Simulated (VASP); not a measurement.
# CO2 (Pa-3) in VASP: relaxation of the atoms with PBE

Aim: the relaxation of the atoms of CO2 with PBE.

Everything below comes from runs of VASP 6.6.1. Logs are shortened: lines on timing, memory, paths and dates and some standing lists are left out, and cuts for length are marked.

**1. The cell of the first run**

The structure is cubic, space group Pa-3 (No. 205). Conventional cell: a = 5.620 Å, b = 5.620 Å, c = 5.620 Å, α = 90.00°, β = 90.00°, γ = 90.00°. Within 2.2 Å of C (site symmetry -3) lie 2 O at 1.63 Å. O (site symmetry 3) has 1 C at 1.63 Å within 2.2 Å.

**2. Relaxation of the atoms, PBE**

Contents of INCAR:

```
PREC = Accurate ; ENCUT = 520
EDIFF = 1E-6 ; ISMEAR = -1
SIGMA = 0.01 ; LREAL = F
LASPH = T ; NELM = 100
ALGO = Normal ; ISIF = 2
LWAVE = F ; LCHARG = F
GGA = PE ; IBRION = 2
NSW = 80 ; EDIFFG = -0.02
```

Contents of KPOINTS:

```
Automatic mesh
0
Gamma
  5 5 5
```

Contents of POSCAR:

```
CO2
1.0
    5.6200000000      0.0000000000      0.0000000000
    0.0000000000      5.6200000000      0.0000000000
    0.0000000000      0.0000000000      5.6200000000
C O
4 8
Direct
    0.0000000000      0.0000000000      0.0000000000
    0.5000000000      0.0000000000      0.5000000000
    0.5000000000      0.5000000000      0.0000000000
    0.0000000000      0.5000000000      0.5000000000
    0.1670000000      0.1670000000      0.1670000000
    0.3330000000      0.8330000000      0.6670000000
    0.6670000000      0.3330000000      0.8330000000
    0.8330000000      0.6670000000      0.3330000000
    0.8330000000      0.8330000000      0.8330000000
    0.6670000000      0.1670000000      0.3330000000
    0.3330000000      0.6670000000      0.1670000000
    0.1670000000      0.3330000000      0.6670000000
```

Potentials or basis: VASP PAW PBE potentials, release 64 (C, O).

On the command line:

```bash
cat potpaw_PBE.64/C/POTCAR potpaw_PBE.64/O/POTCAR > POTCAR
mpirun -np 1 vasp_std > vasp.out
```

OUTCAR:

```text
PREC = Accurate
   ENCUT = 520
   EDIFF = 1E-6
   ISMEAR = -1
   LREAL = F
   LASPH = T
   NELM = 100
   ISIF = 2
   GGA = PE
   IBRION = 2
   NSW = 80
   EDIFFG = -0.02

 ion  position               nearest neighbor table
   1  0.000  0.000  0.000-   5 1.63   9 1.63
   2  0.500  0.000  0.500-   6 1.63  10 1.63
   3  0.500  0.500  0.000-   7 1.63  11 1.63
   4  0.000  0.500  0.500-   8 1.63  12 1.63
   5  0.167  0.167  0.167-   1 1.63
   6  0.333  0.833  0.667-   2 1.63
   7  0.667  0.333  0.833-   3 1.63
   8  0.833  0.667  0.333-   4 1.63
   9  0.833  0.833  0.833-   1 1.63
  10  0.667  0.167  0.333-   2 1.63
  11  0.333  0.667  0.167-   3 1.63
  12  0.167  0.333  0.667-   4 1.63

  LATTYP: Found a simple cubic cell.
 ALAT       =     5.6200000000

  Lattice vectors:

 A1 = (   5.6200000000,   0.0000000000,   0.0000000000)
 A2 = (   0.0000000000,   5.6200000000,   0.0000000000)
 A3 = (   0.0000000000,   0.0000000000,   5.6200000000)

Analysis of symmetry for initial positions (statically):
=====================================================================
 Subroutine PRICEL returns:
 Original cell was already a primitive cell.

 Routine SETGRP: Setting up the symmetry group for a
 simple cubic supercell.

 Subroutine GETGRP returns: Found 24 space group operations
 (whereof  6 operations were pure point group operations)
 out of a pool of 48 trial point group operations.

The static configuration has the point symmetry S_6 .
 The point group associated with its full space group is T_h .

Analysis of symmetry for dynamics (positions and initial velocities):
=====================================================================
 Subroutine PRICEL returns:
 Original cell was already a primitive cell.

 Routine SETGRP: Setting up the symmetry group for a
 simple cubic supercell.

 Subroutine GETGRP returns: Found 24 space group operations
 (whereof  6 operations were pure point group operations)
 out of a pool of 48 trial point group operations.

The dynamic configuration has the point symmetry S_6 .
 The point group associated with its full space group is T_h .

 Subroutine INISYM returns: Found 24 space group operations
 (whereof  6 operations are pure point group operations),
 and found     1 'primitive' translations

----------------------------------------------------------------------------------------

                                     Primitive cell

  volume of cell :     177.5043

  direct lattice vectors                    reciprocal lattice vectors
     5.620000000  0.000000000  0.000000000     0.177935943  0.000000000  0.000000000
     0.000000000  5.620000000  0.000000000     0.000000000  0.177935943  0.000000000
     0.000000000  0.000000000  5.620000000     0.000000000  0.000000000  0.177935943

  length of vectors
     5.620000000  5.620000000  5.620000000     0.177935943  0.177935943  0.177935943

  position of ions in fractional coordinates (direct lattice)
     0.000000000  0.000000000  0.000000000
     0.500000000  0.000000000  0.500000000
     0.500000000  0.500000000  0.000000000
     0.000000000  0.500000000  0.500000000
     0.167000000  0.167000000  0.167000000
     0.333000000  0.833000000  0.667000000
     0.667000000  0.333000000  0.833000000
     0.833000000  0.667000000  0.333000000
     0.833000000  0.833000000  0.833000000
     0.667000000  0.167000000  0.333000000
     0.333000000  0.667000000  0.167000000
     0.167000000  0.333000000  0.667000000

  ion indices of the primitive-cell ions
   primitive index   ion index
                 1           1
                 2           2
                 3           3
                 4           4
                 5           5
                 6           6
                 7           7
                 8           8
                 9           9
                10          10
                11          11
                12          12

----------------------------------------------------------------------------------------

 KPOINTS: Automatic mesh

Automatic generation of k-mesh.
 Grid dimensions read from file:
 generate k-points for:    5    5    5

 Generating k-lattice:

  Cartesian coordinates                     Fractional coordinates (reciprocal lattice)
     0.035587189  0.000000000  0.000000000     0.200000000  0.000000000  0.000000000
     0.000000000  0.035587189  0.000000000     0.000000000  0.200000000  0.000000000
     0.000000000  0.000000000  0.035587189     0.000000000  0.000000000  0.200000000

  Length of vectors
     0.035587189  0.035587189  0.035587189

  Shift w.r.t. Gamma in fractional coordinates (k-lattice)
     0.000000000  0.000000000  0.000000000

 Subroutine IBZKPT returns following result:
 ===========================================

 Found     11 irreducible k-points:

 Following reciprocal coordinates:
            Coordinates               Weight
  0.000000  0.000000  0.000000      1.000000
  0.200000  0.000000  0.000000      6.000000
  0.400000  0.000000  0.000000      6.000000
  0.200000  0.200000  0.000000     12.000000
  0.400000  0.200000  0.000000     12.000000
 -0.200000  0.400000  0.000000     12.000000
  0.400000  0.400000  0.000000     12.000000
  0.200000  0.200000  0.200000      8.000000
  0.400000  0.200000  0.200000     24.000000
  0.400000  0.400000  0.200000     24.000000
  0.400000  0.400000  0.400000      8.000000
   k-points           NKPTS =     11   k-points in BZ     NKDIM =     11   number of bands    NBANDS=     39
   number of dos      NEDOS =    301   number of ions     NIONS =     12
   total plane-waves  NPLWV =  74088
   dimension x,y,z NGX =    42 NGY =   42 NGZ =   42
   dimension x,y,z NGXF=    84 NGYF=   84 NGZF=   84
   ions per type =               4   8
   NGX,Y,Z   is equivalent  to a cutoff of  12.42, 12.42, 12.42 a.u.
   NGXF,Y,Z  is equivalent  to a cutoff of  24.85, 24.85, 24.85 a.u.
 SYSTEM =  unknown system
   PREC   = accura    normal or accurate (medium, high low for compatibility)
   ISTART =      0    job   : 0-new  1-cont  2-samecut
   ICHARG =      2    charge: 1-file 2-atom 10-const
   ISPIN  =      1    spin polarized calculation?
   LNONCOLLINEAR =      F non collinear calculations
   LSORBIT =      F    spin-orbit coupling
   LASPH  =      T    aspherical Exc in radial PAW
   ENCUT  =  520.0 eV  38.22 Ry    6.18 a.u.  10.45 10.45 10.45*2*pi/ulx,y,z
   NELM   =    100;   NELMIN=  2; NELMDL= -5     # of ELM steps
   EDIFF  = 0.1E-05   stopping-criterion for ELM
   LREAL  =      F    real-space projection
   EDIFFG = -.2E-01   stopping-criterion for IOM
   NSW    =     80    number of steps for IOM
   IBRION =      2    ionic relax: 0-MD 1-quasi-New 2-CG
   NFREE  =      1    steps in history (QN), initial steepest desc. (CG)
   ISIF   =      2    stress and relaxation
   ISYM   =      2    0-nonsym 1-usesym 2-fastsym
   POTIM  = 0.5000    time-step for ionic-motion
   TEBEG  =    0.0;   TEEND  =   0.0 temperature during run
   PSTRESS=    0.0 pullay stress
   NELECT =      64.0000    total number of electrons
   NUPDOWN=      -1.0000    fix difference up-down
   EMIN   =  10.00;   EMAX   =-10.00  energy-range for DOS
   EFERMI =   0.00;   METHOD = LEGACY
   ISMEAR =    -1;   SIGMA  =   0.01  broadening in eV -4-tet -1-fermi 0-gaus
   EFERMI_NEDOS =   21; number of points for ismear=-14 and -15
   IALGO  =     38    algorithm
   IMIX   =      4    mixing-type and parameters
     AMIX     =   0.40;   BMIX     =  1.00
     AMIX_MAG =   1.60;   BMIX_MAG =  1.00
  volume/ion in A,a.u.               =      14.79        99.82
  Fermi-wavevector in a.u.,A,eV,Ry     =   1.165195  2.201899 18.472341  1.357679
  Thomas-Fermi vector in A             =   2.301723
   LORBIT       =      0    0 simple, 1 ext, 2 COOP (PROOUT), +10 PAW based schemes
   GGA     = PE    functional components
   LHFCALC =     F    Hartree Fock is set to
   AEXX    =    0.0000 exact exchange contribution
   IVDW    =     0    specifies the selected vdW correction
   LEPSILON=     F    determine dielectric tensor
   LRPA    =     F    only Hartree local field effects (RPA)
 conjugate gradient relaxation of ions
 non-spin polarized calculation
  energy-cutoff  :      520.00
  volume of cell :      177.50
 maximum number of plane-waves:      4801
 NGX is ok and might be reduce to    42
   NGX = 21   NGY = 21   NGZ = 21

--------------------------------------- Ionic step        1  -------------------------------------------

 number of electron      63.9999957 magnetization

 Free energy of the ion-electron system (eV)
  ---------------------------------------------------
  ext. energy  EPLUGINS =         0.00000000
  ---------------------------------------------------
  free energy    TOTEN  =       -59.91379061 eV

  energy without entropy =      -59.91379061  energy(sigma->0) =      -59.91379061

------------------------ aborting loop because EDIFF is reached ----------------------------------------

  FORCE on cell =-STRESS in cart. coord.  units (eV):
  Direction    XX          YY          ZZ          XY          YZ          ZX
  --------------------------------------------------------------------------------------
  -------------------------------------------------------------------------------------
  Total      -41.7141819    -41.7141819    -41.7141819     -0.0000000     -0.0000000      0.0000000
  in kB     -376.5176737   -376.5176737   -376.5176737     -0.0000000     -0.0000000      0.0000000
  external PRESSURE =    -376.5176737 kB  Pullay stress =       0.0000000 kB

 VOLUME and BASIS-vectors are now :
 -----------------------------------------------------------------------------
  energy-cutoff  :      520.00
  volume of cell :      177.50
      direct lattice vectors                 reciprocal lattice vectors
     5.620000000  0.000000000  0.000000000     0.177935943  0.000000000  0.000000000
     0.000000000  5.620000000  0.000000000     0.000000000  0.177935943  0.000000000
     0.000000000  0.000000000  5.620000000     0.000000000  0.000000000  0.177935943
[... 96 lines left out ...]
      2.81000      0.00000      2.81000         0.000000     -0.000000      0.000000
      2.81000      2.81000      0.00000         0.000000     -0.000000      0.000000
      0.00000      2.81000      2.81000         0.000000     -0.000000      0.000000
      0.68327      0.68327      0.68327        -0.523293     -0.523293     -0.523293
      2.12673      4.93673      3.49327         0.523293      0.523293     -0.523293
      3.49327      2.12673      4.93673        -0.523293      0.523293      0.523293
      4.93673      3.49327      2.12673         0.523293     -0.523293      0.523293
      4.93673      4.93673      4.93673         0.523293      0.523293      0.523293
      3.49327      0.68327      2.12673        -0.523293     -0.523293      0.523293
      2.12673      3.49327      0.68327         0.523293     -0.523293     -0.523293
      0.68327      2.12673      3.49327        -0.523293      0.523293     -0.523293
 -----------------------------------------------------------------------------------
    total drift:                                0.000000      0.000000      0.000000

  FREE ENERGIE OF THE ION-ELECTRON SYSTEM (eV)
  ---------------------------------------------------
  free  energy   TOTEN  =       -92.1101059154 eV

  energy  without entropy=      -92.1101059154  energy(sigma->0) =      -92.11010592

--------------------------------------- Ionic step        4  -------------------------------------------

 number of electron      63.9999959 magnetization

 Free energy of the ion-electron system (eV)
  ---------------------------------------------------
  ext. energy  EPLUGINS =         0.00000000
  ---------------------------------------------------
  free energy    TOTEN  =       -92.14327376 eV

  energy without entropy =      -92.14327376  energy(sigma->0) =      -92.14327376

 E-fermi :  -3.4189     XC(G=0):  -7.8561

 val. band max:       -3.6490915482   @ k =   0.0000   0.0000   0.0000
 cond. band min:       3.0626211728   @ k =   0.0000   0.0000   0.0000
 fundamental gap:      6.7117127210
 Fermi energy:        -3.4188759579

 k-point     1 :       0.0000    0.0000    0.0000
  band No.  band energies     occupation
      1     -24.1768      2.00000
      2     -23.9673      2.00000
      3     -23.9673      2.00000
      4     -23.9673      2.00000
      5     -23.0367      2.00000
      6     -23.0367      2.00000
[... 473 lines left out ...]
 POSITION                                       TOTAL-FORCE (eV/Angst)
 -----------------------------------------------------------------------------------
      5.62000      5.62000      5.62000         0.000000     -0.000000      0.000000
      2.81000      5.62000      2.81000         0.000000     -0.000000      0.000000
      2.81000      2.81000      5.62000         0.000000     -0.000000      0.000000
      5.62000      2.81000      2.81000         0.000000     -0.000000      0.000000
      0.67817      0.67817      0.67817        -0.011400     -0.011400     -0.011400
      2.13183      4.94183      3.48817         0.011400      0.011400     -0.011400
      3.48817      2.13183      4.94183        -0.011400      0.011400      0.011400
      4.94183      3.48817      2.13183         0.011400     -0.011400      0.011400
      4.94183      4.94183      4.94183         0.011400      0.011400      0.011400
      3.48817      0.67817      2.13183        -0.011400     -0.011400      0.011400
      2.13183      3.48817      0.67817         0.011400     -0.011400     -0.011400
      0.67817      2.13183      3.48817        -0.011400      0.011400     -0.011400
 -----------------------------------------------------------------------------------
    total drift:                                0.000000      0.000000     -0.000000

  FREE ENERGIE OF THE ION-ELECTRON SYSTEM (eV)
  ---------------------------------------------------
  free  energy   TOTEN  =       -92.1432737633 eV

  energy  without entropy=      -92.1432737633  energy(sigma->0) =      -92.14327376

 reached required accuracy - stopping structural energy minimisation
```

Wall time 4 min (1 thread of AMD EPYC 7R43 (Zen 3), shared host); peak memory 0.24 GiB.

What came out:

| Item | Value |
| --- | --- |
| Free energy | -92.1433 eV |
| Energy gained by relaxing | 2685.8 meV/atom |
| Ionic steps | 4 |
| Pressure after relaxing | 1.0 GPa |
| Largest force after relaxing | 0.020 eV/Å |
| Band gap on the k mesh | 6.71 eV, direct |

Forces on the atoms (eV/Å):
```
C    0.000  0.000  0.000
C    0.000  0.000  0.000
C    0.000  0.000  0.000
C    0.000  0.000  0.000
O   -0.011 -0.011 -0.011
O    0.011  0.011 -0.011
O   -0.011  0.011  0.011
O    0.011 -0.011  0.011
O    0.011  0.011  0.011
O   -0.011 -0.011  0.011
O    0.011 -0.011 -0.011
O   -0.011  0.011 -0.011
```

The path:
| step | energy change (eV) | largest force (eV/Å) | pressure (GPa) |
| --- | --- | --- | --- |
| 1 | 0.0000 | 9.8848 | -37.65 |
| 2 | -31.9391 | 2.9116 | 8.96 |
| 3 | -32.1963 | 0.9064 | -1.44 |
| 4 | -32.2295 | 0.0197 | 1.03 |

Final structure:
```
C O
1.0
     5.62000    0.00000    0.00000
     0.00000    5.62000    0.00000
     0.00000    0.00000    5.62000
C O
4 8
Direct
  0.00000 0.00000 0.00000
  0.50000 0.00000 0.50000
  0.50000 0.50000 0.00000
  0.00000 0.50000 0.50000
  0.12067 0.12067 0.12067
  0.37933 0.87933 0.62067
  0.62067 0.37933 0.87933
  0.87933 0.62067 0.37933
  0.87933 0.87933 0.87933
  0.62067 0.12067 0.37933
  0.37933 0.62067 0.12067
  0.12067 0.37933 0.62067
```

A k mesh can miss the band edges. Expect the measured gap to be larger: semilocal functionals such as PBE lack the derivative discontinuity.
